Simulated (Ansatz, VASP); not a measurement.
One calculation of ZnS, two programs

POSCAR

```
ZnS
1.0
    0.0000000000      2.7300194905      2.7300194905
    2.7300194905      0.0000000000      2.7300194905
    2.7300194905      2.7300194905      0.0000000000
Zn S
1 1
Direct
    0.0000000000      0.0000000000      0.0000000000
    0.7500000000      0.7500000000      0.7500000000
```

The input INCAR.step1:

```
PREC     = Accurate       # precision mode
ENCUT    = 520            # plane-wave cutoff, eV
ISMEAR   = 0              # smearing method
SIGMA    = 0.05           # smearing width, eV
LREAL    = False          # projectors in reciprocal space
LASPH    = True           # aspherical terms in the spheres
NELM     = 100            # most SCF steps
NBANDS   = 16             # bands
GGA      = PE             # functional
ALGO     = Normal         # electronic algorithm
EDIFF    = 1E-4           # SCF threshold, eV
LWAVE    = True           # write WAVECAR
LCHARG   = False          # write CHGCAR
```

INCAR.step2

```
PREC     = Accurate       # precision mode
ENCUT    = 520            # plane-wave cutoff, eV
EDIFF    = 1E-7           # SCF threshold, eV
ISMEAR   = 0              # smearing method
SIGMA    = 0.05           # smearing width, eV
LREAL    = False          # projectors in reciprocal space
LASPH    = True           # aspherical terms in the spheres
NELM     = 100            # most SCF steps
ALGO     = Normal         # electronic algorithm
ISIF     = 2              # what is computed and relaxed
LWAVE    = False          # write WAVECAR
LCHARG   = False          # write CHGCAR
METAGGA  = R2SCAN         # meta-GGA
LMIXTAU  = True         
NBANDS   = 16             # bands
ISTART   = 1
```

Contents of KPOINTS:

```
regular mesh
0
Gamma
  8 8 8
```

Input for Ansatz:

```yaml
crystal:
  lattice:
    - [0.0, 2.7300194905, 2.7300194905]
    - [2.7300194905, 0.0, 2.7300194905]
    - [2.7300194905, 2.7300194905, 0.0]
  atoms:
    - { symbol: Zn, position: [0.0, 0.0, 0.0] }
    - { symbol: S, position: [0.75, 0.75, 0.75] }
basis:
  ecutwfc: 500
  ecutrho_ratio: 4
kpoints:
  mp_grid: { grid: [8, 8, 8] }
hamiltonian:
  xc: r2scan
scf:
  occupations: { method: gaussian, width: 0.05 }
output:
  forces: true
  stress: true
  eigenvalues: true
```

Alike in both runs: task single point; functional r2SCAN; k mesh 8 × 8 × 8; occupations gaussian, width 0.05 eV; no spin polarisation.

```csv
,VASP,Ansatz
version,VASP 6.6.1,Ansatz 0.2.0
potentials or method,"VASP PAW PBE potentials, release 64 (Zn, S), cutoff 520 eV","scalar-relativistic, plane waves, PAW"
valence electrons in the cell,18,18
```

|  | VASP | Ansatz | Ansatz less VASP |
| --- | --- | --- | --- |
| gap on the k mesh at the Fermi level (eV) | 2.53 | 2.52 | -0.007 |
| least direct gap on the mesh (eV) | 2.53 | 2.52 | -0.007 |
| pressure (GPa) | -2.8 | -2.8 | -0.04 |

VASP's potentials were made for PBE, not for r2SCAN.
